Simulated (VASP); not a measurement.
Input of a VASP 6.6.1 run:

File INCAR:

```
PREC = Accurate ; ENCUT = 520
EDIFF = 1E-6 ; ISMEAR = 0
SIGMA = 0.01 ; LREAL = False
LASPH = True ; NELM = 100
ALGO = Normal ; ISIF = 2
LWAVE = False ; LCHARG = False
GGA = CA ; NBANDS = 11
```

KPOINTS

```
regular mesh
0
Gamma
  6 6 6
```

Contents of POSCAR:

```
MgO
1.0
    0.0000000000      2.2820056617      2.2820056617
    2.2820056617      0.0000000000      2.2820056617
    2.2820056617      2.2820056617      0.0000000000
Mg O
1 1
Direct
    0.0000000000      0.0000000000      0.0000000000
    0.2500000000      0.2500000000      0.2500000000
```

Potentials or basis: VASP PAW LDA potentials, release 64 (Mg, O).

Run with:

```bash
$ cat potpaw_LDA.64/Mg/POTCAR potpaw_LDA.64/O/POTCAR > POTCAR
$ mpirun -np 1 vasp_std > vasp.out
```

Task: Predict the pressure.

Result: -4.7 GPa.

Task: What does it give for the band gap on the k mesh?

Result: 3.55 eV, direct.
